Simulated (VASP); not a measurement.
CdTe:

```
Cd Te
1.0
     0.00000    3.28211    3.28211
     3.28211    0.00000    3.28211
     3.28211    3.28211    0.00000
Cd Te
1 1
Direct
  0.00000 0.00000 0.00000
  0.25000 0.25000 0.25000
```

* Program: VASP 6.6.1
* Task: relaxation of cell and atoms
* Functional: PBEsol
* Potentials or basis: VASP PAW PBE potentials, release 64 (Cd, Te)
* Cutoff: 600 eV
* k mesh: 8 × 8 × 8
* Occupations: gaussian, width 0.02 eV
* Spin: no spin polarisation

At the start: pressure -1.2 GPa; volume 35.36 Å³/atom.

How do energy, volume and symmetry change on relaxing?

Over 13 steps the energy falls by 4.3 meV/atom and the volume is 34.27 Å³/atom (-3.1 %); space group F-43m (No. 216, to 0.05 Å).

The path:
```
step  energy change (eV)  largest force (eV/Å)  pressure (GPa)  volume (Å³)
   1              0.0000                0.0000           -1.21        70.71
   2             -0.0081                0.0000            0.31        68.02
   3             -0.0086                0.0000            0.04        68.51
   4             -0.0086                0.0000           -0.04        68.58
   5             -0.0086                0.0000           -0.04        68.58
   6             -0.0086                0.0000           -0.03        68.57
   7             -0.0086                0.0000           -0.03        68.57
   8             -0.0086                0.0000           -0.03        68.57
   9             -0.0086                0.0000           -0.03        68.57
  10             -0.0086                0.0000           -0.04        68.57
  11             -0.0086                0.0000           -0.04        68.56
  12             -0.0086                0.0000           -0.03        68.56
  13             -0.0086                0.0000           -0.02        68.54
```

Final structure:
```
Cd Te
1.0
     0.00000    3.24822    3.24822
     3.24822    0.00000    3.24822
     3.24822    3.24822    0.00000
Cd Te
1 1
Cartesian
  3.2482 3.2482 0.0000
  1.6241 1.6241 1.6241
```

Caveat: the PAW data sets were made with another functional, which shifts forces and pressure a little.
